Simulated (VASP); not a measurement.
# BaTiO3 (P4mm) in VASP: notebook

BaTiO3 is run at these levels: PBEsol; tasks: electric field gradients.

All numbers are computed with VASP 6.6.1; they aren't measurements. Logs are shortened: lines on timing, memory, paths and dates and some standing lists are left out, and cuts for length are marked.

### Step 1. The cell of the first run

It takes space group P4mm (No. 99, tetragonal). Conventional cell: a = 4.000 Å, b = 4.000 Å, c = 4.098 Å, α = 90.00°, β = 90.00°, γ = 90.00°. Within 3.7 Å of Ba (site symmetry 4mm) lie 12 O at 2.82 to 2.91 Å and 8 Ti at 3.45 to 3.54 Å. Within 2.5 Å of Ti (site symmetry 4mm) lie 6 O at 1.91 to 2.19 Å. Within 2.5 Å of O (site symmetry 4mm) lie 2 Ti at 1.91 to 2.19 Å. O (site symmetry 2mm) has 2 Ti at 2.00 Å within 2.7 Å.

### Step 2. Electric field gradients, PBEsol (zz strain of +2 %)

Input file INCAR:

```
SYSTEM = BaTiO3
  PREC = Accurate
  ENCUT = 520
  EDIFF = 1E-8
  ISMEAR = -1
  SIGMA = 0.08
  LREAL = .FALSE.
  LASPH = .TRUE.
  NELM = 100
  ALGO = Normal
  ISIF = 2
  LWAVE = .FALSE.
  LCHARG = .FALSE.
  GGA = PS
  LEFG = .TRUE.
  NBANDS = 28
```

Input file KPOINTS:

```
Automatic mesh
0
G
  7 7 7
  0 0 0
```

Input file POSCAR:

```
BaTiO3
1.0
    3.9998000000      0.0000000000      0.0000000000
    0.0000000000      3.9998000000      0.0000000000
    0.0000000000      0.0000000000      4.0983600000
Ba Ti O
1 1 3
Direct
    0.0000000000      0.0000000000      0.0000000000
    0.5000000000      0.5000000000      0.4820000000
    0.5000000000      0.5000000000      0.0160000000
    0.5000000000      0.0000000000      0.5150000000
    0.0000000000      0.5000000000      0.5150000000
```

Potentials or basis: VASP PAW PBE potentials, release 64 (Ba_sv, Ti_sv, O).

Launch:

```sh
$ cat potpaw_PBE.64/Ba_sv/POTCAR potpaw_PBE.64/Ti_sv/POTCAR potpaw_PBE.64/O/POTCAR > POTCAR
$ mpirun -np 1 vasp_std > vasp.out
```

OUTCAR:

```text
SYSTEM = BaTiO3
   PREC = Accurate
   ENCUT = 520
   EDIFF = 1E-8
   ISMEAR = -1
   LREAL = .FALSE.
   LASPH = .TRUE.
   NELM = 100
   ISIF = 2
   GGA = PS

 ion  position               nearest neighbor table
   1  0.000  0.000  0.000-   4 2.82   5 2.82   5 2.82   4 2.82   3 2.83   3 2.83   3 2.83   3 2.83
                             4 2.91   5 2.91   5 2.91   4 2.91   2 3.45   2 3.45   2 3.45   2 3.45
   2  0.500  0.500  0.482-   3 1.91   4 2.00   5 2.00   4 2.00   5 2.00   3 2.19   1 3.45   1 3.45
                             1 3.45   1 3.45   1 3.54   1 3.54   1 3.54   1 3.54
   3  0.500  0.500  0.016-   2 1.91   2 2.19   1 2.83   1 2.83   1 2.83   1 2.83
   4  0.500  0.000  0.515-   2 2.00   2 2.00   1 2.82   1 2.82   1 2.91   1 2.91
   5  0.000  0.500  0.515-   2 2.00   2 2.00   1 2.82   1 2.82   1 2.91   1 2.91

  LATTYP: Found a simple tetragonal cell.
 ALAT       =     3.9998000000
 C/A-ratio  =     1.0246412321

  Lattice vectors:

 A1 = (   3.9998000000,   0.0000000000,   0.0000000000)
 A2 = (   0.0000000000,   3.9998000000,   0.0000000000)
 A3 = (   0.0000000000,   0.0000000000,   4.0983600000)

Analysis of symmetry for initial positions (statically):
=====================================================================
 Subroutine PRICEL returns:
 Original cell was already a primitive cell.

 Routine SETGRP: Setting up the symmetry group for a
 simple tetragonal supercell.

 Subroutine GETGRP returns: Found  8 space group operations
 (whereof  8 operations were pure point group operations)
 out of a pool of 16 trial point group operations.

The static configuration has the point symmetry C_4v.

Analysis of symmetry for dynamics (positions and initial velocities):
=====================================================================
 Subroutine PRICEL returns:
 Original cell was already a primitive cell.

 Routine SETGRP: Setting up the symmetry group for a
 simple tetragonal supercell.

 Subroutine GETGRP returns: Found  8 space group operations
 (whereof  8 operations were pure point group operations)
 out of a pool of 16 trial point group operations.

The dynamic configuration has the point symmetry C_4v.

 Subroutine INISYM returns: Found  8 space group operations
 (whereof  8 operations are pure point group operations),
 and found     1 'primitive' translations

----------------------------------------------------------------------------------------

                                     Primitive cell

  volume of cell :      65.5672

  direct lattice vectors                    reciprocal lattice vectors
     3.999800000  0.000000000  0.000000000     0.250012501  0.000000000  0.000000000
     0.000000000  3.999800000  0.000000000     0.000000000  0.250012501  0.000000000
     0.000000000  0.000000000  4.098360000     0.000000000  0.000000000  0.244000039

  length of vectors
     3.999800000  3.999800000  4.098360000     0.250012501  0.250012501  0.244000039

  position of ions in fractional coordinates (direct lattice)
     0.000000000  0.000000000  0.000000000
     0.500000000  0.500000000  0.482000000
     0.500000000  0.500000000  0.016000000
     0.500000000  0.000000000  0.515000000
     0.000000000  0.500000000  0.515000000

  ion indices of the primitive-cell ions
   primitive index   ion index
                 1           1
                 2           2
                 3           3
                 4           4
                 5           5

----------------------------------------------------------------------------------------

 KPOINTS: Automatic mesh

Automatic generation of k-mesh.
 Grid dimensions read from file:
 generate k-points for:    7    7    7

 Generating k-lattice:

  Cartesian coordinates                     Fractional coordinates (reciprocal lattice)
[... 51 lines left out ...]
   PREC   = accura    normal or accurate (medium, high low for compatibility)
   ISTART =      0    job   : 0-new  1-cont  2-samecut
   ICHARG =      2    charge: 1-file 2-atom 10-const
   ISPIN  =      1    spin polarized calculation?
   LNONCOLLINEAR =      F non collinear calculations
   LSORBIT =      F    spin-orbit coupling
   LASPH  =      T    aspherical Exc in radial PAW
   ENCUT  =  520.0 eV  38.22 Ry    6.18 a.u.   7.44  7.44  7.62*2*pi/ulx,y,z
   NELM   =    100;   NELMIN=  2; NELMDL= -5     # of ELM steps
   EDIFF  = 0.1E-07   stopping-criterion for ELM
   LREAL  =      F    real-space projection
   EDIFFG = 0.1E-06   stopping-criterion for IOM
   NSW    =      0    number of steps for IOM
   IBRION =     -1    ionic relax: 0-MD 1-quasi-New 2-CG
   NFREE  =      0    steps in history (QN), initial steepest desc. (CG)
   ISIF   =      2    stress and relaxation
   ISYM   =      2    0-nonsym 1-usesym 2-fastsym
   POTIM  = 0.5000    time-step for ionic-motion
   TEBEG  =    0.0;   TEEND  =   0.0 temperature during run
   PSTRESS=    0.0 pullay stress
   NELECT =      40.0000    total number of electrons
   NUPDOWN=      -1.0000    fix difference up-down
   EMIN   =  10.00;   EMAX   =-10.00  energy-range for DOS
   EFERMI =   0.00;   METHOD = LEGACY
   ISMEAR =    -1;   SIGMA  =   0.08  broadening in eV -4-tet -1-fermi 0-gaus
   EFERMI_NEDOS =   21; number of points for ismear=-14 and -15
   IALGO  =     38    algorithm
   IMIX   =      4    mixing-type and parameters
     AMIX     =   0.40;   BMIX     =  1.00
     AMIX_MAG =   1.60;   BMIX_MAG =  1.00
  volume/ion in A,a.u.               =      13.11        88.49
  Fermi-wavevector in a.u.,A,eV,Ry     =   1.388458  2.623804 26.229507  1.927814
  Thomas-Fermi vector in A             =   2.512582
   LORBIT       =      0    0 simple, 1 ext, 2 COOP (PROOUT), +10 PAW based schemes
   GGA     = PS    functional components
   LHFCALC =     F    Hartree Fock is set to
   AEXX    =    0.0000 exact exchange contribution
   IVDW    =     0    specifies the selected vdW correction
   LEPSILON=     F    determine dielectric tensor
   LRPA    =     F    only Hartree local field effects (RPA)
 non-spin polarized calculation
  energy-cutoff  :      520.00
  volume of cell :       65.57
 maximum number of plane-waves:      1795
 NGX is ok and might be reduce to    30
   NGX = 15   NGY = 15   NGZ = 15

 number of electron      39.9999983 magnetization

 Free energy of the ion-electron system (eV)
  ---------------------------------------------------
  ext. energy  EPLUGINS =         0.00000000
  ---------------------------------------------------
  free energy    TOTEN  =       -41.96005663 eV

  energy without entropy =      -41.96005472  energy(sigma->0) =      -41.96005567

 E-fermi :   4.4703     XC(G=0): -11.3947

 val. band max:        3.4919470690   @ k =   0.4286   0.4286   0.4286
 cond. band min:       5.2816230064   @ k =   0.0000   0.0000   0.0000
 fundamental gap:      1.7896759373
 Fermi energy:         4.4702725456

 k-point     1 :       0.0000    0.0000    0.0000
  band No.  band energies     occupation
      1     -52.8389      2.00000
      2     -29.1840      2.00000
      3     -29.1546      2.00000
      4     -29.1546      2.00000
      5     -21.3060      2.00000
      6     -13.2459      2.00000
[... 733 lines left out ...]
     27      11.7167      0.00000
     28      12.2199      0.00000

 [... further k-points ...]

------------------------ aborting loop because EDIFF is reached ----------------------------------------

  FORCE on cell =-STRESS in cart. coord.  units (eV):
  Direction    XX          YY          ZZ          XY          YZ          ZX
  --------------------------------------------------------------------------------------
  -------------------------------------------------------------------------------------
  Total       -1.7533775     -1.7533775     -2.5761754      0.0000000      0.0000000      0.0000000
  in kB      -42.8449221    -42.8449221    -62.9505236      0.0000000      0.0000000      0.0000000
  external PRESSURE =     -49.5467892 kB  Pullay stress =       0.0000000 kB

 VOLUME and BASIS-vectors are now :
 -----------------------------------------------------------------------------
  energy-cutoff  :      520.00
  volume of cell :       65.57
      direct lattice vectors                 reciprocal lattice vectors
     3.999800000  0.000000000  0.000000000     0.250012501  0.000000000  0.000000000
     0.000000000  3.999800000  0.000000000     0.000000000  0.250012501  0.000000000
     0.000000000  0.000000000  4.098360000     0.000000000  0.000000000  0.244000039

 POSITION                                       TOTAL-FORCE (eV/Angst)
 -----------------------------------------------------------------------------------
      0.00000      0.00000      0.00000        -0.000000      0.000000     -0.111948
      1.99990      1.99990      1.97541        -0.000000     -0.000000     -0.227498
      1.99990      1.99990      0.06557        -0.000000      0.000000      0.679286
      1.99990      0.00000      2.11066        -0.000000      0.000000     -0.169920
      0.00000      1.99990      2.11066         0.000000      0.000000     -0.169920
 -----------------------------------------------------------------------------------
    total drift:                                0.000000      0.000000      0.000318

  FREE ENERGIE OF THE ION-ELECTRON SYSTEM (eV)
  ---------------------------------------------------
  free  energy   TOTEN  =       -41.9600566304 eV

  energy  without entropy=      -41.9600547173  energy(sigma->0) =      -41.96005567

 Electric field gradients (V/A^2)
---------------------------------------------------------------------
 ion       V_xx      V_yy      V_zz      V_xy      V_xz      V_yz
---------------------------------------------------------------------
   1       0.154     0.154    -0.307     0.000    -0.000    -0.000
   2      -6.761    -6.761    13.521    -0.000    -0.000     0.000
   3     -10.789   -10.789    21.579    -0.000    -0.000     0.000
   4     -14.814    24.229    -9.415     0.000     0.000     0.000
   5      24.229   -14.814    -9.415     0.000    -0.000    -0.000
---------------------------------------------------------------------

 Electric field gradients after diagonalization (V/A^2)
 (convention: |V_zz| > |V_xx| > |V_yy|)
----------------------------------------------------------------------
 ion       V_xx      V_yy      V_zz     asymmetry (V_yy - V_xx)/ V_zz
----------------------------------------------------------------------
   1       0.154     0.154    -0.307       0.000
   2      -6.761    -6.761    13.521       0.000
   3     -10.789   -10.789    21.579       0.000
   4     -14.814    -9.415    24.229       0.223
   5     -14.814    -9.415    24.229       0.223
----------------------------------------------------------------------

           NMR quadrupolar parameters

 Cq : quadrupolar parameter    Cq=e*Q*V_zz/h
 eta: asymmetry parameters     (V_yy - V_xx)/ V_zz
 Q  : nuclear electric quadrupole moment in mb (millibarn)
----------------------------------------------------------------------
 ion       Cq(MHz)       eta       Q (mb)
----------------------------------------------------------------------
   1      -0.001       0.000       1.000
   2       0.033       0.000       1.000
   3       0.052       0.000       1.000
   4       0.059       0.223       1.000
   5       0.059       0.223       1.000
----------------------------------------------------------------------
```

Run time: 36 s. Hardware: 1 thread of Intel Xeon 6975P-C (Granite Rapids), shared host; peak memory 0.21 GiB.

Results:

```yaml
Free_energy: -41.9601 eV
Pressure: -5.0 GPa
Largest_force: 0.679 eV/Å
Band_gap_on_the_k_mesh: 1.79 eV, indirect (least direct gap 2.06 eV)
```

Forces in eV/Å, atoms in the order of the input:
```
Ba   0.000  0.000 -0.112
Ti   0.000  0.000 -0.227
O    0.000  0.000  0.679
O    0.000  0.000 -0.170
O    0.000  0.000 -0.170
```

Stress tensor (GPa, compression positive):
```
-4.28  0.00  0.00
 0.00 -4.28  0.00
 0.00  0.00 -6.30
```

Electric field gradients, principal values (V/Å²):
```
atom    least   middle  greatest (by size)
1 Ba    0.154    0.154              -0.307
2 Ti   -6.761   -6.761              13.521
 3 O  -10.789  -10.789              21.579
 4 O   -9.415  -14.814              24.229
 5 O   -9.415  -14.814              24.229
```

Caveat: the cell differs from its parent crystal (zz strain of +2 %); without QUAD_EFG the Cq values of the log hold for a quadrupole moment of 1 mb, not for the nuclei; the PAW data sets were made with another functional, which shifts forces and pressure a little; spin-orbit coupling is left out, which moves the levels of the heavy elements. A k mesh can miss the band edges.

[end of part 1 of 2]
